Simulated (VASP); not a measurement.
# Cu (Fd-3m) in VASP: single point with PBEsol

Aim: the single point of Cu with PBEsol.

All numbers are computed with VASP 6.6.1; they aren't measurements. Logs are shortened: lines on timing, memory, paths and dates and some standing lists are left out, and cuts for length are marked.

## (1) The cell of the first run

The structure is cubic, space group Fd-3m (No. 227). Conventional cell: a = 5.228 Å, b = 5.228 Å, c = 5.228 Å, α = 90.00°, β = 90.00°, γ = 90.00°. Cu (site symmetry -43m) has 4 Cu at 2.26 Å within 3.0 Å.

## (2) Single point, PBEsol

Contents of INCAR:

```
PREC = Accurate
ENCUT = 520
EDIFF = 1E-7
ISMEAR = -1
SIGMA = 0.13605693000000002
LREAL = False
LASPH = True
NELM = 60
ALGO = Normal
ISIF = 2
LWAVE = False
LCHARG = True
GGA = PS
LELF = True
LVHAR = True
NBANDS = 18
```

Contents of KPOINTS:

```
regular mesh
0
Gamma
  9 9 9
```

Contents of POSCAR:

```
Cu
1.0
    0.0000000000      2.6142218680      2.6142218680
    2.6142218680      0.0000000000      2.6142218680
    2.6142218680      2.6142218680      0.0000000000
Cu
2
Direct
    0.0000000000      0.0000000000      0.0000000000
    0.2500000000      0.2500000000      0.2500000000
```

Potentials or basis: VASP PAW PBE potentials, release 64 (Cu).

The run is started by

```
$ cat potpaw_PBE.64/Cu/POTCAR > POTCAR
$ mpirun -np 1 vasp_std > vasp.out
```

OUTCAR:

```text
PREC = Accurate
   ENCUT = 520
   EDIFF = 1E-7
   ISMEAR = -1
   LREAL = False
   LASPH = True
   NELM = 60
   ISIF = 2
   GGA = PS

 ion  position               nearest neighbor table
   1  0.000  0.000  0.000-   2 2.26   2 2.26   2 2.26   2 2.26
   2  0.250  0.250  0.250-   1 2.26   1 2.26   1 2.26   1 2.26

  LATTYP: Found a face centered cubic cell.
 ALAT       =     5.2284437360

  Lattice vectors:

 A1 = (   0.0000000000,   2.6142218680,   2.6142218680)
 A2 = (   2.6142218680,   0.0000000000,   2.6142218680)
 A3 = (   2.6142218680,   2.6142218680,   0.0000000000)

Analysis of symmetry for initial positions (statically):
=====================================================================
 Subroutine PRICEL returns:
 Original cell was already a primitive cell.

 Routine SETGRP: Setting up the symmetry group for a
 face centered cubic supercell.

 Subroutine GETGRP returns: Found 48 space group operations
 (whereof 24 operations were pure point group operations)
 out of a pool of 48 trial point group operations.

The static configuration has the point symmetry T_d .
 The point group associated with its full space group is O_h .

Analysis of symmetry for dynamics (positions and initial velocities):
=====================================================================
 Subroutine PRICEL returns:
 Original cell was already a primitive cell.

 Routine SETGRP: Setting up the symmetry group for a
 face centered cubic supercell.

 Subroutine GETGRP returns: Found 48 space group operations
 (whereof 24 operations were pure point group operations)
 out of a pool of 48 trial point group operations.

The dynamic configuration has the point symmetry T_d .
 The point group associated with its full space group is O_h .

 Subroutine INISYM returns: Found 48 space group operations
 (whereof 24 operations are pure point group operations),
 and found     1 'primitive' translations

----------------------------------------------------------------------------------------

                                     Primitive cell

  volume of cell :      35.7320

  direct lattice vectors                    reciprocal lattice vectors
     0.000000000  2.614221868  2.614221868    -0.191261502  0.191261502  0.191261502
     2.614221868  0.000000000  2.614221868     0.191261502 -0.191261502  0.191261502
     2.614221868  2.614221868  0.000000000     0.191261502  0.191261502 -0.191261502

  length of vectors
[... 72 lines left out ...]
 SYSTEM =  unknown system
   PREC   = accura    normal or accurate (medium, high low for compatibility)
   ISTART =      0    job   : 0-new  1-cont  2-samecut
   ICHARG =      2    charge: 1-file 2-atom 10-const
   ISPIN  =      1    spin polarized calculation?
   LNONCOLLINEAR =      F non collinear calculations
   LSORBIT =      F    spin-orbit coupling
   LASPH  =      T    aspherical Exc in radial PAW
   ENCUT  =  520.0 eV  38.22 Ry    6.18 a.u.   6.87  6.87  6.87*2*pi/ulx,y,z
   NELM   =     60;   NELMIN=  2; NELMDL= -5     # of ELM steps
   EDIFF  = 0.1E-06   stopping-criterion for ELM
   LREAL  =      F    real-space projection
   EDIFFG = 0.1E-05   stopping-criterion for IOM
   NSW    =      0    number of steps for IOM
   IBRION =     -1    ionic relax: 0-MD 1-quasi-New 2-CG
   NFREE  =      0    steps in history (QN), initial steepest desc. (CG)
   ISIF   =      2    stress and relaxation
   ISYM   =      2    0-nonsym 1-usesym 2-fastsym
   POTIM  = 0.5000    time-step for ionic-motion
   TEBEG  =    0.0;   TEEND  =   0.0 temperature during run
   PSTRESS=    0.0 pullay stress
   NELECT =      22.0000    total number of electrons
   NUPDOWN=      -1.0000    fix difference up-down
   EMIN   =  10.00;   EMAX   =-10.00  energy-range for DOS
   EFERMI =   0.00;   METHOD = LEGACY
   ISMEAR =    -1;   SIGMA  =   0.14  broadening in eV -4-tet -1-fermi 0-gaus
   EFERMI_NEDOS =   21; number of points for ismear=-14 and -15
   IALGO  =     38    algorithm
   IMIX   =      4    mixing-type and parameters
     AMIX     =   0.40;   BMIX     =  1.00
     AMIX_MAG =   1.60;   BMIX_MAG =  1.00
  volume/ion in A,a.u.               =      17.87       120.57
  Fermi-wavevector in a.u.,A,eV,Ry     =   1.392718  2.631856 26.390735  1.939664
  Thomas-Fermi vector in A             =   2.516434
   LORBIT       =      0    0 simple, 1 ext, 2 COOP (PROOUT), +10 PAW based schemes
   GGA     = PS    functional components
   LHFCALC =     F    Hartree Fock is set to
   AEXX    =    0.0000 exact exchange contribution
   IVDW    =     0    specifies the selected vdW correction
   LEPSILON=     F    determine dielectric tensor
   LRPA    =     F    only Hartree local field effects (RPA)
 non-spin polarized calculation
  energy-cutoff  :      520.00
  volume of cell :       35.73
 maximum number of plane-waves:       974
   NGX = 13   NGY = 13   NGZ = 13

 number of electron      22.0000011 magnetization

 Free energy of the ion-electron system (eV)
  ---------------------------------------------------
  ext. energy  EPLUGINS =         0.00000000
  ---------------------------------------------------
  free energy    TOTEN  =        -6.26778255 eV

  energy without entropy =       -6.22348490  energy(sigma->0) =       -6.24563373

 E-fermi :   3.1487     XC(G=0): -10.4090

 val. band max:        3.0913820439   @ k =  -0.3333   0.4444   0.2222
 cond. band min:       3.2158118193   @ k =   0.4444   0.0000   0.0000
 fundamental gap:      0.1244297753
 Fermi energy:         3.1487212133

 k-point     1 :       0.0000    0.0000    0.0000
  band No.  band energies     occupation
      1      -3.5058      2.00000
      2      -0.0319      2.00000
      3      -0.0319      2.00000
      4      -0.0319      2.00000
      5      -0.0113      2.00000
      6      -0.0113      2.00000
[... 481 lines left out ...]
      5       0.0426      2.00000
      6       0.5632      2.00000
[... 10 lines left out ...]
     17      23.5997      0.00000
     18      23.5997      0.00000

 [... further k-points ...]
[... 5 lines left out ...]
  --------------------------------------------------------------------------------------
  -------------------------------------------------------------------------------------
  Total        0.0904940      0.0904940      0.0904940      0.0000000     -0.0000000     -0.0000000
  in kB        4.0576361      4.0576361      4.0576361      0.0000000     -0.0000000     -0.0000000
  external PRESSURE =       4.0576361 kB  Pullay stress =       0.0000000 kB

 VOLUME and BASIS-vectors are now :
 -----------------------------------------------------------------------------
  energy-cutoff  :      520.00
  volume of cell :       35.73
      direct lattice vectors                 reciprocal lattice vectors
     0.000000000  2.614221868  2.614221868    -0.191261502  0.191261502  0.191261502
     2.614221868  0.000000000  2.614221868     0.191261502 -0.191261502  0.191261502
     2.614221868  2.614221868  0.000000000     0.191261502  0.191261502 -0.191261502

 POSITION                                       TOTAL-FORCE (eV/Angst)
 -----------------------------------------------------------------------------------
      0.00000      0.00000      0.00000         0.000000      0.000000      0.000000
      1.30711      1.30711      1.30711        -0.000000     -0.000000     -0.000000
 -----------------------------------------------------------------------------------
    total drift:                                0.000000      0.000000      0.000000

  FREE ENERGIE OF THE ION-ELECTRON SYSTEM (eV)
  ---------------------------------------------------
  free  energy   TOTEN  =        -6.2677825479 eV

  energy  without entropy=       -6.2234849042  energy(sigma->0) =       -6.24563373
```

OSZICAR:

```text
N       E                     dE             d eps       ncg     rms          rms(c)
DAV:   1     0.136794992439E+03    0.13679E+03   -0.10387E+04  1284   0.195E+03
DAV:   2    -0.950004225188E+00   -0.13774E+03   -0.13072E+03  1266   0.278E+02
DAV:   3    -0.771051926635E+01   -0.67605E+01   -0.65537E+01  1398   0.890E+01
DAV:   4    -0.780681947446E+01   -0.96300E-01   -0.96224E-01  1486   0.113E+01
DAV:   5    -0.780854932189E+01   -0.17298E-02   -0.17298E-02  1536   0.132E+00    0.110E+01
DAV:   6    -0.755116925129E+01    0.25738E+00   -0.17190E+01  1522   0.102E+02    0.745E+00
DAV:   7    -0.627842607567E+01    0.12727E+01   -0.42279E+00  1510   0.482E+01    0.436E-01
DAV:   8    -0.627824482880E+01    0.18125E-03   -0.12764E-01  1844   0.650E+00    0.891E-01
DAV:   9    -0.626821408459E+01    0.10031E-01   -0.41883E-02  1604   0.462E+00    0.176E-01
DAV:  10    -0.626782671404E+01    0.38737E-03   -0.13503E-03  1780   0.744E-01    0.540E-02
DAV:  11    -0.626778237922E+01    0.44335E-04   -0.12551E-04  1902   0.219E-01    0.375E-03
DAV:  12    -0.626778260709E+01   -0.22787E-06   -0.60007E-06  1918   0.390E-02    0.545E-03
DAV:  13    -0.626778254791E+01    0.59180E-07   -0.96766E-07  1698   0.206E-02
   1 F= -.62677825E+01 E0= -.62456337E+01  d E =-.442976E-01
```

Wall time 11 s (1 thread of Intel Xeon 6975P-C, shared host); peak memory 0.16 GiB.

Results:

```
Free energy            : -6.2678 eV
Pressure               : 0.4 GPa
Band gap on the k mesh : zero (band 11 reaches 3.55 eV, above the bottom of band 12 at 2.87 eV)
```

Levels at points of the mesh, in eV from the Fermi level:
```tsv
k point	band 7	band 8	band 9	band 10	band 11	band 12	band 13	band 14	band 15	band 16
(0.00, 0.00, 0.00)	-1.98	-1.98	-1.98	-1.25	-1.25	10.21	10.21	10.21	11.06	11.06
```

Caveat: the PAW data sets were made with another functional, which shifts forces and pressure a little.
